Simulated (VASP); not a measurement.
# Be (P6_3/mmc) in VASP: notebook

Be is run at these levels: PBE; tasks: single point.

All numbers are computed with VASP 6.6.1; they aren't measurements. Logs are shortened: lines on timing, memory, paths and dates and some standing lists are left out, and cuts for length are marked.

## (1) The cell of the first run

Symmetry: P6_3/mmc, No. 194, hexagonal system. Conventional cell: a = 2.242 Å, b = 2.242 Å, c = 3.421 Å, α = 90.00°, β = 90.00°, γ = 120.00°. Be (site symmetry -6m2) has 12 Be at 2.15 to 2.24 Å within 2.8 Å.

## (2) Single point, PBE (strain -0.025 along x and y, -0.050 along z)

Contents of INCAR:

```
SYSTEM = Be
PREC     = Accurate       ! precision mode
ENCUT    = 520            ! plane-wave cutoff, eV
EDIFF    = 1E-6           ! SCF threshold, eV
ISMEAR   = 0              ! smearing method
SIGMA    = 0.15           ! smearing width, eV
LREAL    = .FALSE.        ! projectors in reciprocal space
LASPH    = .TRUE.         ! aspherical terms in the spheres
NELM     = 80             ! most SCF steps
ALGO     = Normal         ! electronic algorithm
ISIF     = 2              ! what is computed and relaxed
LWAVE    = .FALSE.        ! write WAVECAR
LCHARG   = .FALSE.        ! write CHGCAR
GGA      = PE             ! functional
NBANDS   = 9              ! bands
```

Contents of KPOINTS:

```
Automatic mesh
0
G
  24 24 14
  0 0 0
```

Contents of POSCAR:

```
Be
1.0
    2.2420144353      0.0000000000      0.0000000000
   -1.1210072177      1.9416414566      0.0000000000
    0.0000000000      0.0000000000      3.4208550000
Be
2
Direct
    0.3333333333      0.6666666667      0.2500000000
    0.6666666667      0.3333333333      0.7500000000
```

Potentials or basis: VASP PAW PBE potentials, release 64 (Be).

Started as:

```bash
$ cat potpaw_PBE.64/Be/POTCAR > POTCAR
$ mpirun -np 1 vasp_std > vasp.out
```

OUTCAR:

```text
SYSTEM = Be
   PREC = Accurate
   ENCUT = 520
   EDIFF = 1E-6
   ISMEAR = 0
   LREAL = .FALSE.
   LASPH = .TRUE.
   NELM = 80
   ISIF = 2
   GGA = PE

 ion  position               nearest neighbor table
   1  0.333  0.667  0.250-   2 2.15   2 2.15   2 2.15   2 2.15   2 2.15   2 2.15
   2  0.667  0.333  0.750-   1 2.15   1 2.15   1 2.15   1 2.15   1 2.15   1 2.15

  LATTYP: Found a hexagonal cell.
 ALAT       =     2.2420144353
 C/A-ratio  =     1.5257952608

  Lattice vectors:

 A1 = (   2.2420144353,   0.0000000000,   0.0000000000)
 A2 = (  -1.1210072177,   1.9416414566,   0.0000000000)
 A3 = (   0.0000000000,   0.0000000000,   3.4208550000)

Analysis of symmetry for initial positions (statically):
=====================================================================
 Subroutine PRICEL returns:
 Original cell was already a primitive cell.

 Routine SETGRP: Setting up the symmetry group for a
 hexagonal supercell.

 Subroutine GETGRP returns: Found 24 space group operations
 (whereof 12 operations were pure point group operations)
 out of a pool of 24 trial point group operations.

The static configuration has the point symmetry D_3d.
 The point group associated with its full space group is D_6h.

Analysis of symmetry for dynamics (positions and initial velocities):
=====================================================================
 Subroutine PRICEL returns:
 Original cell was already a primitive cell.

 Routine SETGRP: Setting up the symmetry group for a
 hexagonal supercell.

 Subroutine GETGRP returns: Found 24 space group operations
 (whereof 12 operations were pure point group operations)
 out of a pool of 24 trial point group operations.

The dynamic configuration has the point symmetry D_3d.
 The point group associated with its full space group is D_6h.

 Subroutine INISYM returns: Found 24 space group operations
 (whereof 12 operations are pure point group operations),
 and found     1 'primitive' translations

----------------------------------------------------------------------------------------

                                     Primitive cell

  volume of cell :      14.8916

  direct lattice vectors                    reciprocal lattice vectors
     2.242014435  0.000000000  0.000000000     0.446027458  0.257514073  0.000000000
    -1.121007218  1.941641457  0.000000000     0.000000000  0.515028146  0.000000000
     0.000000000  0.000000000  3.420855000     0.000000000  0.000000000  0.292324580

  length of vectors
     2.242014435  2.242014435  3.420855000     0.515028146  0.515028146  0.292324580

  position of ions in fractional coordinates (direct lattice)
     0.333333333  0.666666667  0.250000000
     0.666666667  0.333333333  0.750000000

  ion indices of the primitive-cell ions
   primitive index   ion index
                 1           1
                 2           2

----------------------------------------------------------------------------------------

 KPOINTS: Automatic mesh

Automatic generation of k-mesh.
 Grid dimensions read from file:
 generate k-points for:   24   24   14

 Generating k-lattice:

  Cartesian coordinates                     Fractional coordinates (reciprocal lattice)
     0.018584477  0.010729753  0.000000000     0.041666667  0.000000000  0.000000000
     0.000000000  0.021459506  0.000000000     0.000000000  0.041666667  0.000000000
     0.000000000  0.000000000  0.020880327     0.000000000  0.000000000  0.071428571

  Length of vectors
     0.021459506  0.021459506  0.020880327

  Shift w.r.t. Gamma in fractional coordinates (k-lattice)
     0.000000000  0.000000000  0.000000000

 Subroutine IBZKPT returns following result:
 ===========================================

 Found    488 irreducible k-points:

 Following reciprocal coordinates:
            Coordinates               Weight
  0.000000  0.000000  0.000000      1.000000
  0.041667 -0.000000  0.000000      6.000000
  0.083333 -0.000000  0.000000      6.000000
  0.125000 -0.000000  0.000000      6.000000
  0.166667 -0.000000  0.000000      6.000000
  0.208333 -0.000000  0.000000      6.000000
[... 16 lines left out ...]
  0.416667  0.041667  0.000000     12.000000
  0.458333  0.041667  0.000000     12.000000
 [... further k-points ...]
   k-points           NKPTS =    488   k-points in BZ     NKDIM =    488   number of bands    NBANDS=      9
   number of dos      NEDOS =    301   number of ions     NIONS =      2
   total plane-waves  NPLWV =   9072
   dimension x,y,z NGX =    18 NGY =   18 NGZ =   28
   dimension x,y,z NGXF=    36 NGYF=   36 NGZF=   56
   ions per type =               2
   NGX,Y,Z   is equivalent  to a cutoff of  13.35, 13.35, 13.61 a.u.
   NGXF,Y,Z  is equivalent  to a cutoff of  26.69, 26.69, 27.21 a.u.
 SYSTEM =  Be
   PREC   = accura    normal or accurate (medium, high low for compatibility)
   ISTART =      0    job   : 0-new  1-cont  2-samecut
   ICHARG =      2    charge: 1-file 2-atom 10-const
   ISPIN  =      1    spin polarized calculation?
   LNONCOLLINEAR =      F non collinear calculations
   LSORBIT =      F    spin-orbit coupling
   LASPH  =      T    aspherical Exc in radial PAW
   ENCUT  =  520.0 eV  38.22 Ry    6.18 a.u.   4.17  4.17  6.36*2*pi/ulx,y,z
   NELM   =     80;   NELMIN=  2; NELMDL= -5     # of ELM steps
   EDIFF  = 0.1E-05   stopping-criterion for ELM
   LREAL  =      F    real-space projection
   EDIFFG = 0.1E-04   stopping-criterion for IOM
   NSW    =      0    number of steps for IOM
   IBRION =     -1    ionic relax: 0-MD 1-quasi-New 2-CG
   NFREE  =      0    steps in history (QN), initial steepest desc. (CG)
   ISIF   =      2    stress and relaxation
   ISYM   =      2    0-nonsym 1-usesym 2-fastsym
   POTIM  = 0.5000    time-step for ionic-motion
   TEBEG  =    0.0;   TEEND  =   0.0 temperature during run
   PSTRESS=    0.0 pullay stress
   NELECT =       4.0000    total number of electrons
   NUPDOWN=      -1.0000    fix difference up-down
   EMIN   =  10.00;   EMAX   =-10.00  energy-range for DOS
   EFERMI =   0.00;   METHOD = LEGACY
   ISMEAR =     0;   SIGMA  =   0.15  broadening in eV -4-tet -1-fermi 0-gaus
   EFERMI_NEDOS =   21; number of points for ismear=-14 and -15
   IALGO  =     38    algorithm
   IMIX   =      4    mixing-type and parameters
     AMIX     =   0.40;   BMIX     =  1.00
     AMIX_MAG =   1.60;   BMIX_MAG =  1.00
  volume/ion in A,a.u.               =       7.45        50.25
  Fermi-wavevector in a.u.,A,eV,Ry     =   1.056284  1.996088 15.180515  1.115736
  Thomas-Fermi vector in A             =   2.191514
   LORBIT       =      0    0 simple, 1 ext, 2 COOP (PROOUT), +10 PAW based schemes
   GGA     = PE    functional components
   LHFCALC =     F    Hartree Fock is set to
   AEXX    =    0.0000 exact exchange contribution
   IVDW    =     0    specifies the selected vdW correction
   LEPSILON=     F    determine dielectric tensor
   LRPA    =     F    only Hartree local field effects (RPA)
 non-spin polarized calculation
 Gauss-broadening in eV      SIGMA  =   0.15
  energy-cutoff  :      520.00
  volume of cell :       14.89
 maximum number of plane-waves:       412
 NGX is ok and might be reduce to    18
   NGX =  9   NGY =  9   NGZ = 13

 number of electron       4.0000000 magnetization

 Free energy of the ion-electron system (eV)
  ---------------------------------------------------
  ext. energy  EPLUGINS =         0.00000000
  ---------------------------------------------------
  free energy    TOTEN  =        -7.49597393 eV

  energy without entropy =       -7.49380875  energy(sigma->0) =       -7.49489134

 E-fermi :   7.3857     XC(G=0): -10.8030

 val. band max:        7.3781210017   @ k =   0.2917   0.2500   0.0000
 cond. band min:       7.3953146398   @ k =   0.3333  -0.0000   0.0000
 fundamental gap:      0.0171936381
 Fermi energy:         7.3856623271

 k-point     1 :       0.0000    0.0000    0.0000
  band No.  band energies     occupation
      1      -4.1547      2.00000
      2       3.1874      2.00000
      3       9.4026      0.00000
      4      23.6265      0.00000
      5      23.6265      0.00000
      6      26.7679      0.00000
      7      26.7679      0.00000
      8      30.1245      0.00000
      9      35.1417      0.00000

 k-point     2 :       0.0417   -0.0000    0.0000
  band No.  band energies     occupation
      1      -4.1048      2.00000
      2       3.2541      2.00000
      3       9.4117      0.00000
      4      23.1927      0.00000
      5      23.2770      0.00000
      6      26.7989      0.00000
      7      26.9990      0.00000
      8      29.9849      0.00000
      9      34.2064      0.00000

 k-point     3 :       0.0833   -0.0000    0.0000
  band No.  band energies     occupation
      1      -3.9549      2.00000
      2       3.4539      2.00000
      3       9.4364      0.00000
      4      22.0583      0.00000
      5      22.4909      0.00000
      6      26.8560      0.00000
      7      27.3990      0.00000
      8      29.5412      0.00000
      9      32.7015      0.00000

 k-point     4 :       0.1250   -0.0000    0.0000
  band No.  band energies     occupation
      1      -3.7048      2.00000
      2       3.7865      2.00000
      3       9.4684      0.00000
      4      20.5328      0.00000
      5      21.5748      0.00000
      6      26.8895      0.00000
      7      27.6181      0.00000
      8      28.7312      0.00000
      9      30.9973      0.00000

 k-point     5 :       0.1667   -0.0000    0.0000
  band No.  band energies     occupation
      1      -3.3544      2.00000
      2       4.2512      2.00000
      3       9.4872      0.00000
      4      18.8722      0.00000
      5      20.6620      0.00000
      6      26.8169      0.00000
      7      27.5072      0.00000
      8      27.5587      0.00000
      9      29.3098      0.00000

 k-point     6 :       0.2083   -0.0000    0.0000
  band No.  band energies     occupation
      1      -2.9035      2.00000
      2       4.8470      2.00000
      3       9.4497      0.00000
      4      17.2659      0.00000
      5      19.8091      0.00000
      6      25.9121      0.00000
      7      26.2847      0.00000
      8      27.2855      0.00000
      9      28.1018      0.00000
[... 169 lines left out ...]
 k-point    21 :       0.3333    0.0417    0.0000
  band No.  band energies     occupation
      1      -0.5102      2.00000
      2       7.6010      0.04237
      3       7.9721      0.00000
      4      14.1998      0.00000
      5      17.2450      0.00000
      6      19.2908      0.00000
      7      21.6040      0.00000
      8      25.8394      0.00000
      9      28.0677      0.00000

 k-point    22 :       0.3750    0.0417    0.0000
  band No.  band energies     occupation
      1       0.3632      2.00000
      2       6.4833      2.00000
      3       9.0980      0.00000
      4      14.3103      0.00000
      5      16.7705      0.00000
      6      17.4859      0.00000
      7      20.4865      0.00000
      8      25.5650      0.00000
      9      28.1087      0.00000

 k-point    23 :       0.4167    0.0417    0.0000
  band No.  band energies     occupation
      1       1.2811      2.00000
      2       5.3387      2.00000
      3      10.2676      0.00000
      4      14.6412      0.00000
      5      15.8530      0.00000
      6      16.3398      0.00000
      7      19.6485      0.00000
      8      25.3754      0.00000
      9      28.1440      0.00000

 k-point    24 :       0.4583    0.0417    0.0000
  band No.  band energies     occupation
      1       2.0779      2.00000
      2       4.4119      2.00000
      3      11.2516      0.00000
      4      14.6345      0.00000
      5      15.0105      0.00000
      6      15.9717      0.00000
      7      19.1912      0.00000
      8      25.2787      0.00000
      9      28.1638      0.00000

 [... further k-points ...]
[... 5 lines left out ...]
  --------------------------------------------------------------------------------------
  -------------------------------------------------------------------------------------
  Total        0.4362882      0.4362882      1.6218508     -0.0000000      0.0000000      0.0000000
  in kB       46.9398796     46.9398796    174.4935508     -0.0000000      0.0000000      0.0000000
  external PRESSURE =      89.4577700 kB  Pullay stress =       0.0000000 kB

 VOLUME and BASIS-vectors are now :
 -----------------------------------------------------------------------------
  energy-cutoff  :      520.00
  volume of cell :       14.89
      direct lattice vectors                 reciprocal lattice vectors
     2.242014435  0.000000000  0.000000000     0.446027458  0.257514073  0.000000000
    -1.121007218  1.941641457  0.000000000     0.000000000  0.515028146  0.000000000
     0.000000000  0.000000000  3.420855000     0.000000000  0.000000000  0.292324580

 POSITION                                       TOTAL-FORCE (eV/Angst)
 -----------------------------------------------------------------------------------
     -0.00000      1.29443      0.85521         0.000000      0.000000      0.000000
      1.12101      0.64721      2.56564        -0.000000     -0.000000      0.000000
 -----------------------------------------------------------------------------------
    total drift:                                0.000000     -0.000000      0.000000

  FREE ENERGIE OF THE ION-ELECTRON SYSTEM (eV)
  ---------------------------------------------------
  free  energy   TOTEN  =        -7.4959739348 eV

  energy  without entropy=       -7.4938087477  energy(sigma->0) =       -7.49489134
```

Wall time 18 s (1 thread of Intel Xeon 6975P-C (Granite Rapids), shared host); peak memory 0.16 GiB.

Results:

* Free energy: -7.4960 eV
* Pressure: 8.9 GPa
* Band gap on the k mesh: zero (band 2 reaches 8.51 eV, above the bottom of band 3 at 6.23 eV)

Stress tensor (GPa, compression positive):
```
 4.69  0.00  0.00
 0.00  4.69  0.00
 0.00  0.00 17.45
```

Levels at points of the mesh, in eV from the Fermi level:
| k point | band 1 | band 2 | band 3 | band 4 | band 5 |
| --- | --- | --- | --- | --- | --- |
| (0.00, 0.00, 0.00) | -11.54 | -4.20 | 2.02 | 16.24 | 16.24 |
| (0.50, 0.00, 0.00) | -5.20 | -3.18 | 4.00 | 7.00 | 7.70 |
| (0.00, 0.00, 0.50) | -9.23 | -9.23 | 12.35 | 12.35 | 18.12 |
| (0.50, 0.00, 0.50) | -3.71 | -3.71 | 1.82 | 1.82 | 12.33 |

Caveat: the cell differs from its parent crystal (strain -0.025 along x and y, -0.050 along z).

## (3) Single point, PBE (strain -0.050 along x and y, +0.025 along z)

Contents of INCAR:

```
  PREC = Accurate
  ENCUT = 520
  EDIFF = 1E-6
  ISMEAR = 0
  SIGMA = 0.15
  LREAL = F
  LASPH = T
  NELM = 100
  ALGO = Normal
  ISIF = 2
  LWAVE = F
  LCHARG = F
  GGA = PE
  NBANDS = 9
```

Contents of KPOINTS:

```
Automatic mesh
0
Gamma
  24 24 14
```

Contents of POSCAR:

```
Be
1.0
    2.1845268857      0.0000000000      0.0000000000
   -1.0922634429      1.8918557782      0.0000000000
    0.0000000000      0.0000000000      3.6909225000
Be
2
Direct
    0.3333333333      0.6666666667      0.2500000000
    0.6666666667      0.3333333333      0.7500000000
```

Potentials or basis: VASP PAW PBE potentials, release 64 (Be).

Started as:

```bash
$ cat potpaw_PBE.64/Be/POTCAR > POTCAR
$ mpirun -np 1 vasp_std > vasp.out
```

Wall time 12 s (1 thread of Intel Xeon 6975P-C (Granite Rapids), shared host); peak memory 0.16 GiB.

It converged, with:

```yaml
Free_energy: -7.4674 eV
Pressure: 5.0 GPa
Band_gap_on_the_k_mesh: zero (band 2 reaches 8.19 eV, above the bottom of band 3 at 6.55 eV)
```

Stress tensor (GPa, compression positive):
```
 13.07   0.00   0.00
  0.00  13.07   0.00
  0.00   0.00 -11.07
```

Levels at points of the mesh, in eV from the Fermi level:
```tsv
k point	band 1	band 2	band 3	band 4	band 5	band 6
(0.00, 0.00, 0.00)	-11.73	-5.38	-0.13	17.76	17.76	19.46
(0.50, 0.00, 0.00)	-5.08	-3.08	3.48	6.05	6.21	9.78
(0.00, 0.00, 0.50)	-9.73	-9.73	8.78	8.78	19.16	19.16
(0.50, 0.00, 0.50)	-3.80	-3.80	1.75	1.75	13.03	13.03
```

Caveat: the cell differs from its parent crystal (strain -0.050 along x and y, +0.025 along z).

## (4) Single point, PBE (strain -0.025 along x and y, -0.025 along z)

Contents of INCAR:

```
ALGO = Fast
EDIFF = 1E-7
ENCUT = 520
GGA = PE
ISIF = 2
ISMEAR = 0
LASPH = True
LCHARG = False
LREAL = False
LWAVE = False
NBANDS = 9
NELM = 60
PREC = Accurate
SIGMA = 0.15
```

Contents of KPOINTS:

```
k-points
0
Gamma
  24 24 14
```

Contents of POSCAR:

```
Be
1.0
    2.2420144353      0.0000000000      0.0000000000
   -1.1210072177      1.9416414566      0.0000000000
    0.0000000000      0.0000000000      3.5108775000
Be
2
Direct
    0.3333333333      0.6666666667      0.2500000000
    0.6666666667      0.3333333333      0.7500000000
```

Started as:

```bash
$ cat potpaw_PBE.64/Be/POTCAR > POTCAR
$ mpirun -np 1 vasp_std > vasp.out
```

Wall time 25 s (1 thread of Intel Xeon 6975P-C (Granite Rapids), shared host); peak memory 0.16 GiB.

It converged, with:

- Free energy: -7.5249 eV
- Pressure: 4.7 GPa
- Band gap on the k mesh: zero (band 2 reaches 8.30 eV, above the bottom of band 3 at 6.17 eV)

Stress tensor (GPa, compression positive):
```
3.92 0.00 0.00
0.00 3.92 0.00
0.00 0.00 6.34
```

Levels at points of the mesh, in eV from the Fermi level:
```csv
k point,band 1,band 2,band 3,band 4,band 5,band 6
"(0.00, 0.00, 0.00)",-11.49,-4.46,1.38,16.37,16.37,19.31
"(0.50, 0.00, 0.00)",-5.10,-3.14,3.78,6.69,7.10,9.61
"(0.00, 0.00, 0.50)",-9.28,-9.28,11.22,11.22,18.09,18.09
"(0.50, 0.00, 0.50)",-3.68,-3.68,1.72,1.72,12.32,12.32
```

Caveat: the cell differs from its parent crystal (strain -0.025 along x and y, -0.025 along z).

## (5) The runs side by side

| cell | gap on the mesh (eV) | pressure (GPa) |
| --- | --- | --- |
| a = 2.242, b = 2.242, c = 3.421 Å, angles 90.0, 90.0, 120.0°, 2 atoms | none | 8.9 |
| a = 2.185, b = 2.185, c = 3.691 Å, angles 90.0, 90.0, 120.0°, 2 atoms | none | 5.0 |
| a = 2.242, b = 2.242, c = 3.511 Å, angles 90.0, 90.0, 120.0°, 2 atoms | none | 4.7 |

Alike in all rows: task single point; level PBE; potentials or basis VASP PAW PBE potentials, release 64 (Be); no spin polarisation; k mesh 24 × 24 × 14; cutoff (eV) 520; smearing gaussian 0.15 eV.

Total energies depend on the potentials used, so only differences within one code and one set of settings carry meaning.
